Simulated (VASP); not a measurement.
# AlCl (Pmmn) in VASP: further runs

Runs on AlCl. Level: PBE. Tasks: single point, relaxation of cell and atoms.

Program: VASP 6.6.1. These are calculated values, not measurements. Logs are shortened: lines on timing, memory, paths and dates and some standing lists are left out, and cuts for length are marked.

## (1) The cell of the first run

It takes space group Pmmn (No. 59, orthorhombic). The conventional cell has a = 3.398 Å, b = 3.734 Å, c = 8.652 Å, α = 90.00°, β = 90.00°, γ = 90.00°. Al (site symmetry mm2) has 1 Cl at 2.10 Å within 2.8 Å. Within 2.8 Å of Cl (site symmetry mm2) lie 1 Al at 2.10 Å.

## (2) Single point, PBE

INCAR reads:

```
  ALGO = Normal
  EDIFF = 1E-6
  ENCUT = 520
  GGA = PE
  ISIF = 2
  ISMEAR = 0
  LASPH = T
  LCHARG = T
  LELF = T
  LREAL = F
  LVHAR = T
  LWAVE = F
  NBANDS = 18
  NELM = 100
  PREC = Accurate
  SIGMA = 0.1
```

KPOINTS reads:

```
k-points
0
Gamma
  6 4 2
```

POSCAR reads:

```
AlCl
1.0
    3.3981059094      0.0000000000      0.0000000000
    0.0000000000      3.7341241288      0.0000000000
    0.0000000000      0.0000000000      8.6515496788
Al Cl
2 2
Direct
    0.0000000000      0.0000000000      0.4281083737
    0.5000000000      0.5000000000      0.5718916263
    0.0000000000      0.0000000000      0.1859059672
    0.5000000000      0.5000000000      0.8140940328
```

Potentials or basis: VASP PAW PBE potentials, release 64 (Al, Cl).

On the command line:

```
$ cat potpaw_PBE.64/Al/POTCAR potpaw_PBE.64/Cl/POTCAR > POTCAR
$ mpirun -np 1 vasp_std > vasp.out
```

OUTCAR:

```text
EDIFF = 1E-6
   ENCUT = 520
   GGA = PE
   ISIF = 2
   ISMEAR = 0
   LASPH = T
   LREAL = F
   NELM = 100
   PREC = Accurate

 ion  position               nearest neighbor table
   1  0.000  0.000  0.428-   3 2.10   2 2.81   2 2.81   2 2.81   2 2.81
   2  0.500  0.500  0.572-   4 2.10   1 2.81   1 2.81   1 2.81   1 2.81
   3  0.000  0.000  0.186-   1 2.10
   4  0.500  0.500  0.814-   2 2.10

  LATTYP: Found a simple orthorhombic cell.
 ALAT       =     3.3981059094
 B/A-ratio  =     1.0988839749
 C/A-ratio  =     2.5459917700

  Lattice vectors:

 A1 = (   3.3981059094,   0.0000000000,   0.0000000000)
 A2 = (   0.0000000000,   3.7341241288,   0.0000000000)
 A3 = (   0.0000000000,   0.0000000000,   8.6515496788)

Analysis of symmetry for initial positions (statically):
=====================================================================
 Subroutine PRICEL returns:
 Original cell was already a primitive cell.

 Routine SETGRP: Setting up the symmetry group for a
 simple orthorhombic supercell.

 Subroutine GETGRP returns: Found  8 space group operations
 (whereof  4 operations were pure point group operations)
 out of a pool of  8 trial point group operations.

The static configuration has the point symmetry C_2v.
 The point group associated with its full space group is D_2h.

Analysis of symmetry for dynamics (positions and initial velocities):
=====================================================================
 Subroutine PRICEL returns:
 Original cell was already a primitive cell.

 Routine SETGRP: Setting up the symmetry group for a
 simple orthorhombic supercell.

 Subroutine GETGRP returns: Found  8 space group operations
 (whereof  4 operations were pure point group operations)
 out of a pool of  8 trial point group operations.

The dynamic configuration has the point symmetry C_2v.
 The point group associated with its full space group is D_2h.

 Subroutine INISYM returns: Found  8 space group operations
 (whereof  4 operations are pure point group operations),
 and found     1 'primitive' translations

----------------------------------------------------------------------------------------

                                     Primitive cell

  volume of cell :     109.7791

  direct lattice vectors                    reciprocal lattice vectors
     3.398105909  0.000000000  0.000000000     0.294281587  0.000000000  0.000000000
     0.000000000  3.734124129  0.000000000     0.000000000  0.267800417  0.000000000
     0.000000000  0.000000000  8.651549679     0.000000000  0.000000000  0.115586229

  length of vectors
     3.398105909  3.734124129  8.651549679     0.294281587  0.267800417  0.115586229

  position of ions in fractional coordinates (direct lattice)
     0.000000000  0.000000000  0.428108374
     0.500000000  0.500000000  0.571891626
     0.000000000  0.000000000  0.185905967
     0.500000000  0.500000000  0.814094033

  ion indices of the primitive-cell ions
   primitive index   ion index
                 1           1
                 2           2
                 3           3
                 4           4

----------------------------------------------------------------------------------------

 KPOINTS: k-points

Automatic generation of k-mesh.
 Grid dimensions read from file:
 generate k-points for:    6    4    2

 Generating k-lattice:

  Cartesian coordinates                     Fractional coordinates (reciprocal lattice)
     0.049046931  0.000000000  0.000000000     0.166666667  0.000000000  0.000000000
     0.000000000  0.066950104  0.000000000     0.000000000  0.250000000  0.000000000
     0.000000000  0.000000000  0.057793114     0.000000000  0.000000000  0.500000000

  Length of vectors
     0.049046931  0.066950104  0.057793114

  Shift w.r.t. Gamma in fractional coordinates (k-lattice)
     0.000000000  0.000000000  0.000000000

 Subroutine IBZKPT returns following result:
 ===========================================

 Found     24 irreducible k-points:

 Following reciprocal coordinates:
            Coordinates               Weight
  0.000000  0.000000  0.000000      1.000000
  0.166667  0.000000  0.000000      2.000000
  0.333333  0.000000  0.000000      2.000000
  0.500000  0.000000  0.000000      1.000000
  0.000000  0.250000  0.000000      2.000000
  0.166667  0.250000  0.000000      4.000000
[... 16 lines left out ...]
  0.333333  0.500000  0.500000      2.000000
  0.500000  0.500000  0.500000      1.000000
   k-points           NKPTS =     24   k-points in BZ     NKDIM =     24   number of bands    NBANDS=     18
   number of dos      NEDOS =    301   number of ions     NIONS =      4
   total plane-waves  NPLWV =  50176
   dimension x,y,z NGX =    28 NGY =   28 NGZ =   64
   dimension x,y,z NGXF=    56 NGYF=   56 NGZF=  128
   ions per type =               2   2
   NGX,Y,Z   is equivalent  to a cutoff of  13.70, 12.47, 12.30 a.u.
   NGXF,Y,Z  is equivalent  to a cutoff of  27.40, 24.93, 24.60 a.u.
 SYSTEM =  unknown system
   PREC   = accura    normal or accurate (medium, high low for compatibility)
   ISTART =      0    job   : 0-new  1-cont  2-samecut
   ICHARG =      2    charge: 1-file 2-atom 10-const
   ISPIN  =      1    spin polarized calculation?
   LNONCOLLINEAR =      F non collinear calculations
   LSORBIT =      F    spin-orbit coupling
   LASPH  =      T    aspherical Exc in radial PAW
   ENCUT  =  520.0 eV  38.22 Ry    6.18 a.u.   6.32  6.94 16.09*2*pi/ulx,y,z
   NELM   =    100;   NELMIN=  2; NELMDL= -5     # of ELM steps
   EDIFF  = 0.1E-05   stopping-criterion for ELM
   LREAL  =      F    real-space projection
   EDIFFG = 0.1E-04   stopping-criterion for IOM
   NSW    =      0    number of steps for IOM
   IBRION =     -1    ionic relax: 0-MD 1-quasi-New 2-CG
   NFREE  =      0    steps in history (QN), initial steepest desc. (CG)
   ISIF   =      2    stress and relaxation
   ISYM   =      2    0-nonsym 1-usesym 2-fastsym
   POTIM  = 0.5000    time-step for ionic-motion
   TEBEG  =    0.0;   TEEND  =   0.0 temperature during run
   PSTRESS=    0.0 pullay stress
   NELECT =      20.0000    total number of electrons
   NUPDOWN=      -1.0000    fix difference up-down
   EMIN   =  10.00;   EMAX   =-10.00  energy-range for DOS
   EFERMI =   0.00;   METHOD = LEGACY
   ISMEAR =     0;   SIGMA  =   0.10  broadening in eV -4-tet -1-fermi 0-gaus
   EFERMI_NEDOS =   21; number of points for ismear=-14 and -15
   IALGO  =     38    algorithm
   IMIX   =      4    mixing-type and parameters
     AMIX     =   0.40;   BMIX     =  1.00
     AMIX_MAG =   1.60;   BMIX_MAG =  1.00
  volume/ion in A,a.u.               =      27.44       185.21
  Fermi-wavevector in a.u.,A,eV,Ry     =   0.928065  1.753788 11.718756  0.861304
  Thomas-Fermi vector in A             =   2.054202
   LORBIT       =      0    0 simple, 1 ext, 2 COOP (PROOUT), +10 PAW based schemes
   GGA     = PE    functional components
   LHFCALC =     F    Hartree Fock is set to
   AEXX    =    0.0000 exact exchange contribution
   IVDW    =     0    specifies the selected vdW correction
   LEPSILON=     F    determine dielectric tensor
   LRPA    =     F    only Hartree local field effects (RPA)
 non-spin polarized calculation
 Gauss-broadening in eV      SIGMA  =   0.10
  energy-cutoff  :      520.00
  volume of cell :      109.78
 maximum number of plane-waves:      2968
 NGX is ok and might be reduce to    28
   NGX = 13   NGY = 13   NGZ = 33

 number of electron      19.9999998 magnetization

 Free energy of the ion-electron system (eV)
  ---------------------------------------------------
  ext. energy  EPLUGINS =         0.00000000
  ---------------------------------------------------
  free energy    TOTEN  =       -13.94650820 eV

  energy without entropy =      -13.93915844  energy(sigma->0) =      -13.94283332

 E-fermi :   1.5730     XC(G=0):  -7.8311

 val. band max:        0.8156188563   @ k =   0.1667   0.2500   0.0000
 cond. band min:       1.6078376977   @ k =   0.3333   0.2500   0.5000
 fundamental gap:      0.7922188414
 Fermi energy:         1.5730404196

 k-point     1 :       0.0000    0.0000    0.0000
  band No.  band energies     occupation
      1     -13.5090      2.00000
      2     -13.4004      2.00000
      3      -6.2270      2.00000
      4      -3.1221      2.00000
      5      -2.1759      2.00000
      6      -0.6145      2.00000
[... 10 lines left out ...]
     17       9.3815      0.00000
     18       9.7966      0.00000

 k-point     2 :       0.1667    0.0000    0.0000
  band No.  band energies     occupation
      1     -13.4264      2.00000
      2     -13.3307      2.00000
      3      -5.9156      2.00000
      4      -3.0345      2.00000
      5      -2.1163      2.00000
      6      -0.7190      2.00000
[... 10 lines left out ...]
     17       9.6290      0.00000
     18      10.0966      0.00000

 k-point     3 :       0.3333    0.0000    0.0000
  band No.  band energies     occupation
      1     -13.2470      2.00000
      2     -13.1898      2.00000
      3      -5.0175      2.00000
      4      -2.9433      2.00000
      5      -2.1940      2.00000
      6      -1.9726      2.00000
[... 10 lines left out ...]
     17      10.2726      0.00000
     18      10.5938      0.00000

 k-point     4 :       0.5000    0.0000    0.0000
  band No.  band energies     occupation
      1     -13.1340      2.00000
      2     -13.1340      2.00000
      3      -3.7219      2.00000
      4      -3.7219      2.00000
      5      -2.4761      2.00000
      6      -2.4761      2.00000
[... 10 lines left out ...]
     17      10.8852      0.00000
     18      10.8853      0.00000

 k-point     5 :       0.0000    0.2500    0.0000
  band No.  band energies     occupation
      1     -13.4187      2.00000
      2     -13.3406      2.00000
      3      -5.6628      2.00000
      4      -3.1218      2.00000
      5      -2.1908      2.00000
      6      -1.5888      2.00000
[... 10 lines left out ...]
     17       9.8678      0.00000
     18      10.6206      0.00000

 k-point     6 :       0.1667    0.2500    0.0000
  band No.  band energies     occupation
      1     -13.3400      2.00000
      2     -13.2713      2.00000
      3      -5.3586      2.00000
      4      -3.0181      2.00000
      5      -2.1060      2.00000
      6      -1.4342      2.00000
[... 10 lines left out ...]
     17       9.5384      0.00000
     18      10.4481      0.00000

 k-point     7 :       0.3333    0.2500    0.0000
  band No.  band energies     occupation
      1     -13.1708      2.00000
      2     -13.1298      2.00000
      3      -4.4945      2.00000
      4      -2.8565      2.00000
      5      -2.0797      2.00000
      6      -1.7655      2.00000
[... 10 lines left out ...]
     17       9.7490      0.00000
     18      10.8817      0.00000

 k-point     8 :       0.5000    0.2500    0.0000
  band No.  band energies     occupation
      1     -13.0686      2.00000
      2     -13.0686      2.00000
      3      -3.3370      2.00000
      4      -3.3370      2.00000
      5      -2.3065      2.00000
      6      -2.3065      2.00000
[... 10 lines left out ...]
     17      10.2653      0.00000
     18      10.2653      0.00000
[... 229 lines left out ...]
     17      10.5545      0.00000
     18      10.9393      0.00000

 k-point    20 :       0.5000    0.2500    0.5000
  band No.  band energies     occupation
      1     -13.0686      2.00000
      2     -13.0686      2.00000
      3      -3.3913      2.00000
      4      -3.3913      2.00000
      5      -2.1286      2.00000
      6      -2.1286      2.00000
[... 10 lines left out ...]
     17      10.6401      0.00000
     18      10.6401      0.00000

 k-point    21 :       0.0000    0.5000    0.5000
  band No.  band energies     occupation
      1     -13.3018      2.00000
      2     -13.3018      2.00000
      3      -4.1887      2.00000
      4      -4.1887      2.00000
      5      -2.1491      2.00000
      6      -2.1491      2.00000
[... 10 lines left out ...]
     17       9.9264      0.00000
     18       9.9264      0.00000

 k-point    22 :       0.1667    0.5000    0.5000
  band No.  band energies     occupation
      1     -13.2302      2.00000
      2     -13.2302      2.00000
      3      -3.9342      2.00000
      4      -3.9342      2.00000
      5      -2.0354      2.00000
      6      -2.0354      2.00000
[... 10 lines left out ...]
     17      10.6790      0.00000
     18      10.6790      0.00000

 k-point    23 :       0.3333    0.5000    0.5000
  band No.  band energies     occupation
      1     -13.0800      2.00000
      2     -13.0800      2.00000
      3      -3.2939      2.00000
      4      -3.2939      2.00000
      5      -1.8211      2.00000
      6      -1.8211      2.00000
[... 10 lines left out ...]
     17      10.8951      0.00000
     18      10.8952      0.00000

 k-point    24 :       0.5000    0.5000    0.5000
  band No.  band energies     occupation
      1     -13.0011      2.00000
      2     -13.0011      2.00000
      3      -2.8346      2.00000
      4      -2.8346      2.00000
      5      -2.0855      2.00000
      6      -2.0855      2.00000
[... 10 lines left out ...]
     17      10.6554      0.00000
     18      10.6554      0.00000

------------------------ aborting loop because EDIFF is reached ----------------------------------------

  FORCE on cell =-STRESS in cart. coord.  units (eV):
  Direction    XX          YY          ZZ          XY          YZ          ZX
  --------------------------------------------------------------------------------------
  -------------------------------------------------------------------------------------
  Total       -0.1810129     -0.2439535     -0.1503495      0.0000000      0.0000000      0.0000000
  in kB       -2.6418037     -3.5603946     -2.1942855      0.0000000      0.0000000      0.0000000
  external PRESSURE =      -2.7988279 kB  Pullay stress =       0.0000000 kB

 VOLUME and BASIS-vectors are now :
 -----------------------------------------------------------------------------
  energy-cutoff  :      520.00
  volume of cell :      109.78
      direct lattice vectors                 reciprocal lattice vectors
     3.398105909  0.000000000  0.000000000     0.294281587  0.000000000  0.000000000
     0.000000000  3.734124129  0.000000000     0.000000000  0.267800417  0.000000000
     0.000000000  0.000000000  8.651549679     0.000000000  0.000000000  0.115586229

 POSITION                                       TOTAL-FORCE (eV/Angst)
 -----------------------------------------------------------------------------------
      0.00000      0.00000      3.70380         0.000000      0.000000     -0.013027
      1.69905      1.86706      4.94775         0.000000      0.000000      0.013027
      0.00000      0.00000      1.60837         0.000000      0.000000      0.059409
      1.69905      1.86706      7.04317         0.000000      0.000000     -0.059409
 -----------------------------------------------------------------------------------
    total drift:                               -0.000000      0.000000     -0.000000

  FREE ENERGIE OF THE ION-ELECTRON SYSTEM (eV)
  ---------------------------------------------------
  free  energy   TOTEN  =       -13.9465082050 eV

  energy  without entropy=      -13.9391584404  energy(sigma->0) =      -13.94283332
```

It took 22 s on 1 thread of Intel Xeon Platinum 8488C (Sapphire Rapids), shared host; peak memory 0.22 GiB.

What came out:

```yaml
Free_energy: -13.9465 eV
Pressure: -0.3 GPa
Largest_force: 0.059 eV/Å
Band_gap_on_the_k_mesh: zero (band 10 reaches 3.36 eV, above the bottom of band 11 at 0.59 eV)
```

Forces in eV/Å, atoms in the order of the input:
```
Al   0.000  0.000 -0.013
Al   0.000  0.000  0.013
Cl   0.000  0.000  0.059
Cl   0.000  0.000 -0.059
```

Stress tensor (GPa, compression positive):
```
-0.26  0.00  0.00
 0.00 -0.36  0.00
 0.00  0.00 -0.22
```

Caveat: the k points lie up to 0.42 Å⁻¹ apart; this functional lacks dispersion, which binds the layers, so the pressure and a relaxed spacing across them are unreliable.

## (3) Relaxation of cell and atoms, PBE

This run uses another cell than the first one, of 27.71 Å³/atom, 1.010 times its volume.

INCAR reads:

```
SYSTEM = AlCl
  ALGO = Normal
  EDIFF = 1E-6
  EDIFFG = -0.04
  ENCUT = 600
  GGA = PE
  IBRION = 2
  ISIF = 3
  ISMEAR = 0
  LASPH = .TRUE.
  LCHARG = .FALSE.
  LREAL = .FALSE.
  LWAVE = .FALSE.
  NELM = 100
  NSW = 90
  PREC = Accurate
  SIGMA = 0.1
```

KPOINTS reads:

```
k-points
0
G
  6 4 2
  0 0 0
```

POSCAR reads:

```
AlCl
1.0
    3.3025928588      0.0000000000      0.0000000000
    0.0000000000      3.9062418090      0.0000000000
    0.0000000000      0.0000000000      8.5924477899
Al Cl
2 2
Direct
    0.0000000000      0.0000000000      0.4303351346
    0.5000000000      0.5000000000      0.5696648654
    0.0000000000      0.0000000000      0.1866410289
    0.5000000000      0.5000000000      0.8133589711
```

Potentials or basis: VASP PAW PBE potentials, release 64 (Al, Cl).

On the command line:

```
$ cat potpaw_PBE.64/Al/POTCAR potpaw_PBE.64/Cl/POTCAR > POTCAR
$ mpirun -np 1 vasp_std > vasp.out
```

It took 2 min on 1 thread of Intel Xeon Platinum 8488C (Sapphire Rapids), shared host; peak memory 0.26 GiB.

Results (log left out):

```
Free energy                            : -13.9485 eV
Relaxed volume                         : 27.40 Å³/atom
Relaxed cell                           : a = 3.396 Å, b = 3.713 Å, c = 8.692 Å, α = 90.00°, β = 90.00°, γ = 90.00°
Space group after relaxing (to 0.05 Å) : Pmmn (No. 59)
Energy gained by relaxing              : 10.8 meV/atom
Ionic steps                            : 8
Pressure after relaxing                : -0.1 GPa
Largest force after relaxing           : 0.025 eV/Å
Band gap on the k mesh                 : zero (band 10 reaches 3.41 eV, above the bottom of band 11 at 0.61 eV)
```

Forces in eV/Å, atoms in the order of the input:
```
Al   0.000  0.000  0.021
Al   0.000  0.000 -0.021
Cl   0.000  0.000  0.025
Cl   0.000  0.000 -0.025
```

Stress tensor (GPa, compression positive):
```
-0.21  0.00  0.00
 0.00 -0.11  0.00
 0.00  0.00 -0.01
```

The path:
| step | energy change (eV) | largest force (eV/Å) | pressure (GPa) | volume (Å³) |
| --- | --- | --- | --- | --- |
| 1 | 0.0000 | 0.0072 | -0.16 | 110.85 |
| 2 | -0.0197 | 0.0992 | -0.20 | 110.38 |
| 3 | -0.0378 | 0.2587 | -0.24 | 109.49 |
| 4 | -0.0384 | 0.2972 | -0.25 | 109.25 |
| 5 | -0.0246 | 0.5235 | 1.14 | 108.05 |
| 6 | -0.0412 | 0.0894 | 0.14 | 108.90 |
| 7 | -0.0428 | 0.0436 | 0.04 | 109.20 |
| 8 | -0.0434 | 0.0254 | -0.11 | 109.61 |

Final structure:
```yaml
crystal:
  lattice:
    - [3.39598, 0.00000, 0.00000]
    - [0.00000, 3.71310, 0.00000]
    - [0.00000, 0.00000, 8.69219]
  atoms:
    - { symbol: Al, position: [0.00000, 0.00000, 0.42803] }
    - { symbol: Al, position: [0.50000, 0.50000, 0.57197] }
    - { symbol: Cl, position: [0.00000, 0.00000, 0.18724] }
    - { symbol: Cl, position: [0.50000, 0.50000, 0.81276] }
```

Levels at points of the mesh, in eV from the Fermi level:
```csv
k point,band 6,band 7,band 8,band 9,band 10,band 11,band 12,band 13,band 14
"(0.00, 0.00, 0.00)",-2.20,-2.02,-1.61,-1.50,1.80,1.83,3.65,3.85,5.82
"(0.50, 0.00, 0.00)",-4.09,-2.50,-2.50,-1.81,-1.81,3.53,3.53,4.50,4.50
"(0.00, 0.50, 0.00)",-4.04,-2.55,-2.55,-1.43,-1.43,3.22,3.22,5.84,5.84
"(0.50, 0.50, 0.00)",-3.76,-3.07,-3.07,-1.40,-1.40,-1.01,-1.01,4.81,4.81
"(0.00, 0.00, 0.50)",-2.12,-2.10,-1.58,-1.54,1.43,1.86,3.66,3.83,5.88
"(0.50, 0.00, 0.50)",-3.85,-2.75,-2.75,-1.81,-1.81,3.84,3.84,4.49,4.49
"(0.00, 0.50, 0.50)",-3.78,-2.85,-2.85,-1.43,-1.43,3.54,3.54,5.83,5.83
"(0.50, 0.50, 0.50)",-3.70,-3.19,-3.19,-1.30,-1.30,-0.99,-0.99,4.54,4.54
```

Caveat: the k points lie up to 0.42 Å⁻¹ apart in the final cell; this functional lacks dispersion, which binds the layers, so the pressure and a relaxed spacing across them are unreliable.

[end of part 1 of 2]
